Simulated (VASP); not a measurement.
# CsPbBr3 (P4/mmm) in VASP: further runs

Runs on CsPbBr3. Level: PBEsol. Tasks: single point.

Everything below comes from runs of VASP 6.6.1. Logs are shortened: lines on timing, memory, paths and dates and some standing lists are left out, and cuts for length are marked.

**1. The cell of the first run**

It takes space group P4/mmm (No. 123, tetragonal). Conventional cell: a = 5.870 Å, b = 5.870 Å, c = 5.577 Å, α = 90.00°, β = 90.00°, γ = 90.00°. Cs (site symmetry 4/mmm) has 12 Br at 4.05 to 4.15 Å and 8 Pb at 5.00 Å within 5.3 Å. Pb (site symmetry 4/mmm) has 6 Br at 2.79 to 2.94 Å within 3.7 Å. Br (site symmetry mmm) has 2 Pb at 2.94 Å and 4 Cs at 4.05 Å and 8 Br at 4.05 to 4.15 Å within 4.2 Å. Br (site symmetry 4/mmm) has 2 Pb at 2.79 Å within 3.7 Å.

**2. Single point, PBEsol (strain +0.000 along x and y, -0.050 along z)**

File INCAR:

```
SYSTEM = CsPbBr3
PREC = Accurate
ENCUT = 520
EDIFF = 1E-7
ISMEAR = 0
SIGMA = 0.05
LREAL = .FALSE.
LASPH = .TRUE.
NELM = 100
ALGO = Normal
ISIF = 2
LWAVE = .FALSE.
LCHARG = .FALSE.
GGA = PS
NBANDS = 30
```

File KPOINTS:

```
regular mesh
0
G
  6 6 6
  0 0 0
```

File POSCAR:

```
CsPbBr3
1.0
    5.8700000000      0.0000000000      0.0000000000
    0.0000000000      5.8700000000      0.0000000000
    0.0000000000      0.0000000000      5.5765000000
Cs Pb Br
1 1 3
Direct
    0.0000000000      0.0000000000      0.0000000000
    0.5000000000      0.5000000000      0.5000000000
    0.0000000000      0.5000000000      0.5000000000
    0.5000000000      0.0000000000      0.5000000000
    0.5000000000      0.5000000000      0.0000000000
```

Potentials or basis: VASP PAW PBE potentials, release 64 (Cs_sv, Pb_d, Br).

Run with:

```sh
cat potpaw_PBE.64/Cs_sv/POTCAR potpaw_PBE.64/Pb_d/POTCAR potpaw_PBE.64/Br/POTCAR > POTCAR
mpirun -np 1 vasp_std > vasp.out
```

OUTCAR:

```text
SYSTEM = CsPbBr3
   PREC = Accurate
   ENCUT = 520
   EDIFF = 1E-7
   ISMEAR = 0
   LREAL = .FALSE.
   LASPH = .TRUE.
   NELM = 100
   ISIF = 2
   GGA = PS

 ion  position               nearest neighbor table
   1  0.000  0.000  0.000-
   2  0.500  0.500  0.500-   5 2.79   5 2.79   3 2.94   4 2.94   4 2.94   3 2.94
   3  0.000  0.500  0.500-   2 2.94   2 2.94
   4  0.500  0.000  0.500-   2 2.94   2 2.94
   5  0.500  0.500  0.000-   2 2.79   2 2.79

  LATTYP: Found a simple tetragonal cell.
 ALAT       =     5.8700000000
 C/A-ratio  =     0.9500000000

  Lattice vectors:

 A1 = (   5.8700000000,   0.0000000000,   0.0000000000)
 A2 = (   0.0000000000,   5.8700000000,   0.0000000000)
 A3 = (   0.0000000000,   0.0000000000,   5.5765000000)

Analysis of symmetry for initial positions (statically):
=====================================================================
 Subroutine PRICEL returns:
 Original cell was already a primitive cell.

 Routine SETGRP: Setting up the symmetry group for a
 simple tetragonal supercell.

 Subroutine GETGRP returns: Found 16 space group operations
 (whereof 16 operations were pure point group operations)
 out of a pool of 16 trial point group operations.

The static configuration has the point symmetry D_4h.

Analysis of symmetry for dynamics (positions and initial velocities):
=====================================================================
 Subroutine PRICEL returns:
 Original cell was already a primitive cell.

 Routine SETGRP: Setting up the symmetry group for a
 simple tetragonal supercell.

 Subroutine GETGRP returns: Found 16 space group operations
 (whereof 16 operations were pure point group operations)
 out of a pool of 16 trial point group operations.

The dynamic configuration has the point symmetry D_4h.

 Subroutine INISYM returns: Found 16 space group operations
 (whereof 16 operations are pure point group operations),
 and found     1 'primitive' translations

----------------------------------------------------------------------------------------

                                     Primitive cell

  volume of cell :     192.1489

  direct lattice vectors                    reciprocal lattice vectors
     5.870000000  0.000000000  0.000000000     0.170357751  0.000000000  0.000000000
     0.000000000  5.870000000  0.000000000     0.000000000  0.170357751  0.000000000
     0.000000000  0.000000000  5.576500000     0.000000000  0.000000000  0.179323949

  length of vectors
     5.870000000  5.870000000  5.576500000     0.170357751  0.170357751  0.179323949

  position of ions in fractional coordinates (direct lattice)
     0.000000000  0.000000000  0.000000000
     0.500000000  0.500000000  0.500000000
     0.000000000  0.500000000  0.500000000
     0.500000000  0.000000000  0.500000000
     0.500000000  0.500000000  0.000000000

  ion indices of the primitive-cell ions
   primitive index   ion index
                 1           1
                 2           2
                 3           3
                 4           4
                 5           5

----------------------------------------------------------------------------------------

 KPOINTS: regular mesh

Automatic generation of k-mesh.
 Grid dimensions read from file:
 generate k-points for:    6    6    6

 Generating k-lattice:

  Cartesian coordinates                     Fractional coordinates (reciprocal lattice)
     0.028392959  0.000000000  0.000000000     0.166666667  0.000000000  0.000000000
     0.000000000  0.028392959  0.000000000     0.000000000  0.166666667  0.000000000
     0.000000000  0.000000000  0.029887325     0.000000000  0.000000000  0.166666667

  Length of vectors
     0.028392959  0.028392959  0.029887325

  Shift w.r.t. Gamma in fractional coordinates (k-lattice)
     0.000000000  0.000000000  0.000000000

 Subroutine IBZKPT returns following result:
 ===========================================

 Found     40 irreducible k-points:

 Following reciprocal coordinates:
            Coordinates               Weight
  0.000000  0.000000  0.000000      1.000000
  0.166667  0.000000  0.000000      4.000000
  0.333333  0.000000  0.000000      4.000000
  0.500000  0.000000  0.000000      2.000000
  0.166667  0.166667  0.000000      4.000000
  0.333333  0.166667  0.000000      8.000000
[... 16 lines left out ...]
  0.333333  0.000000  0.333333      8.000000
  0.500000  0.000000  0.333333      4.000000
 [... further k-points ...]
   k-points           NKPTS =     40   k-points in BZ     NKDIM =     40   number of bands    NBANDS=     30
   number of dos      NEDOS =    301   number of ions     NIONS =      5
   total plane-waves  NPLWV =  96768
   dimension x,y,z NGX =    48 NGY =   48 NGZ =   42
   dimension x,y,z NGXF=    96 NGYF=   96 NGZF=   84
   ions per type =               1   1   3
   NGX,Y,Z   is equivalent  to a cutoff of  13.59, 13.59, 12.52 a.u.
   NGXF,Y,Z  is equivalent  to a cutoff of  27.19, 27.19, 25.04 a.u.
 SYSTEM =  CsPbBr3
   PREC   = accura    normal or accurate (medium, high low for compatibility)
   ISTART =      0    job   : 0-new  1-cont  2-samecut
   ICHARG =      2    charge: 1-file 2-atom 10-const
   ISPIN  =      1    spin polarized calculation?
   LNONCOLLINEAR =      F non collinear calculations
   LSORBIT =      F    spin-orbit coupling
   LASPH  =      T    aspherical Exc in radial PAW
   ENCUT  =  520.0 eV  38.22 Ry    6.18 a.u.  10.91 10.91 10.37*2*pi/ulx,y,z
   NELM   =    100;   NELMIN=  2; NELMDL= -5     # of ELM steps
   EDIFF  = 0.1E-06   stopping-criterion for ELM
   LREAL  =      F    real-space projection
   EDIFFG = 0.1E-05   stopping-criterion for IOM
   NSW    =      0    number of steps for IOM
   IBRION =     -1    ionic relax: 0-MD 1-quasi-New 2-CG
   NFREE  =      0    steps in history (QN), initial steepest desc. (CG)
   ISIF   =      2    stress and relaxation
   ISYM   =      2    0-nonsym 1-usesym 2-fastsym
   POTIM  = 0.5000    time-step for ionic-motion
   TEBEG  =    0.0;   TEEND  =   0.0 temperature during run
   PSTRESS=    0.0 pullay stress
   NELECT =      44.0000    total number of electrons
   NUPDOWN=      -1.0000    fix difference up-down
   EMIN   =  10.00;   EMAX   =-10.00  energy-range for DOS
   EFERMI =   0.00;   METHOD = LEGACY
   ISMEAR =     0;   SIGMA  =   0.05  broadening in eV -4-tet -1-fermi 0-gaus
   EFERMI_NEDOS =   21; number of points for ismear=-14 and -15
   IALGO  =     38    algorithm
   IMIX   =      4    mixing-type and parameters
     AMIX     =   0.40;   BMIX     =  1.00
     AMIX_MAG =   1.60;   BMIX_MAG =  1.00
  volume/ion in A,a.u.               =      38.43       259.34
  Fermi-wavevector in a.u.,A,eV,Ry     =   1.001566  1.892686 13.648484  1.003135
  Thomas-Fermi vector in A             =   2.133997
   LORBIT       =      0    0 simple, 1 ext, 2 COOP (PROOUT), +10 PAW based schemes
   GGA     = PS    functional components
   LHFCALC =     F    Hartree Fock is set to
   AEXX    =    0.0000 exact exchange contribution
   IVDW    =     0    specifies the selected vdW correction
   LEPSILON=     F    determine dielectric tensor
   LRPA    =     F    only Hartree local field effects (RPA)
 non-spin polarized calculation
 Gauss-broadening in eV      SIGMA  =   0.05
  energy-cutoff  :      520.00
  volume of cell :      192.15
 maximum number of plane-waves:      5216
 NGX is ok and might be reduce to    48
   NGX = 21   NGY = 21   NGZ = 21

 number of electron      43.9999997 magnetization

 Free energy of the ion-electron system (eV)
  ---------------------------------------------------
  ext. energy  EPLUGINS =         0.00000000
  ---------------------------------------------------
  free energy    TOTEN  =       -16.70341212 eV

  energy without entropy =      -16.70341212  energy(sigma->0) =      -16.70341212

 E-fermi :   2.1275     XC(G=0):  -8.0426

 val. band max:        1.8872541299   @ k =   0.5000   0.5000   0.5000
 cond. band min:       2.9044678327   @ k =   0.5000   0.5000   0.5000
 fundamental gap:      1.0172137029
 Fermi energy:         2.1274776553

 k-point     1 :       0.0000    0.0000    0.0000
  band No.  band energies     occupation
      1     -19.8761      2.00000
      2     -15.3215      2.00000
      3     -15.2018      2.00000
      4     -15.0202      2.00000
      5     -15.0128      2.00000
      6     -15.0128      2.00000
[... 22 lines left out ...]
     29       7.5900      0.00000
     30       7.5900      0.00000

 k-point     2 :       0.1667    0.0000    0.0000
  band No.  band energies     occupation
      1     -19.8757      2.00000
      2     -15.3188      2.00000
      3     -15.1883      2.00000
      4     -15.0204      2.00000
      5     -15.0131      2.00000
      6     -15.0128      2.00000
[... 22 lines left out ...]
     29       6.6957      0.00000
     30       7.5209      0.00000

 k-point     3 :       0.3333    0.0000    0.0000
  band No.  band energies     occupation
      1     -19.8751      2.00000
      2     -15.3149      2.00000
      3     -15.1595      2.00000
      4     -15.0210      2.00000
      5     -15.0136      2.00000
      6     -15.0128      2.00000
[... 22 lines left out ...]
     29       7.0801      0.00000
     30       7.5814      0.00000

 k-point     4 :       0.5000    0.0000    0.0000
  band No.  band energies     occupation
      1     -19.8747      2.00000
      2     -15.3134      2.00000
      3     -15.1444      2.00000
      4     -15.0212      2.00000
      5     -15.0139      2.00000
      6     -15.0128      2.00000
[... 616 lines left out ...]
     29       6.8040      0.00000
     30       7.4855      0.00000

 k-point    23 :       0.3333    0.0000    0.3333
  band No.  band energies     occupation
      1     -19.8735      2.00000
      2     -15.2028      2.00000
      3     -15.1477      2.00000
      4     -15.0209      2.00000
      5     -15.0155      2.00000
      6     -15.0147      2.00000
[... 22 lines left out ...]
     29       7.2005      0.00000
     30       7.4439      0.00000

 k-point    24 :       0.5000    0.0000    0.3333
  band No.  band energies     occupation
      1     -19.8733      2.00000
      2     -15.2027      2.00000
      3     -15.1290      2.00000
      4     -15.0212      2.00000
      5     -15.0158      2.00000
      6     -15.0147      2.00000
[... 22 lines left out ...]
     29       7.4138      0.00000
     30       7.5784      0.00000

 [... further k-points ...]

------------------------ aborting loop because EDIFF is reached ----------------------------------------

  FORCE on cell =-STRESS in cart. coord.  units (eV):
  Direction    XX          YY          ZZ          XY          YZ          ZX
  --------------------------------------------------------------------------------------
  -------------------------------------------------------------------------------------
  Total        0.4611134      0.4611134      4.2823884      0.0000000      0.0000000      0.0000000
  in kB        3.8448593      3.8448593     35.7074406      0.0000000      0.0000000      0.0000000
  external PRESSURE =      14.4657197 kB  Pullay stress =       0.0000000 kB

 VOLUME and BASIS-vectors are now :
 -----------------------------------------------------------------------------
  energy-cutoff  :      520.00
  volume of cell :      192.15
      direct lattice vectors                 reciprocal lattice vectors
     5.870000000  0.000000000  0.000000000     0.170357751  0.000000000  0.000000000
     0.000000000  5.870000000  0.000000000     0.000000000  0.170357751  0.000000000
     0.000000000  0.000000000  5.576500000     0.000000000  0.000000000  0.179323949

 POSITION                                       TOTAL-FORCE (eV/Angst)
 -----------------------------------------------------------------------------------
      0.00000      0.00000      0.00000         0.000000      0.000000      0.000000
      2.93500      2.93500      2.78825         0.000000      0.000000      0.000000
      0.00000      2.93500      2.78825         0.000000      0.000000      0.000000
      2.93500      0.00000      2.78825         0.000000      0.000000      0.000000
      2.93500      2.93500      0.00000         0.000000      0.000000      0.000000
 -----------------------------------------------------------------------------------
    total drift:                                0.000000     -0.000000     -0.000000

  FREE ENERGIE OF THE ION-ELECTRON SYSTEM (eV)
  ---------------------------------------------------
  free  energy   TOTEN  =       -16.7034121151 eV

  energy  without entropy=      -16.7034121151  energy(sigma->0) =      -16.70341212
```

Run time: 3.7 min. Hardware: 1 thread of Intel Xeon Platinum 8259CL at 2.50GHz (Skylake/Cascade Lake), shared host; peak memory 0.45 GiB.

What came out:

* Free energy: -16.7034 eV
* Pressure: 1.4 GPa
* Band gap on the k mesh: 1.02 eV

Stress tensor (GPa, compression positive):
```
0.38 0.00 0.00
0.00 0.38 0.00
0.00 0.00 3.57
```

Caveat: the cell differs from its parent crystal (strain +0.000 along x and y, -0.050 along z); the PAW data sets were made with another functional, which shifts forces and pressure a little; spin-orbit coupling is left out, which moves the levels of the heavy elements. A k mesh can miss the band edges.

(Part 1 of 2 ends here.)
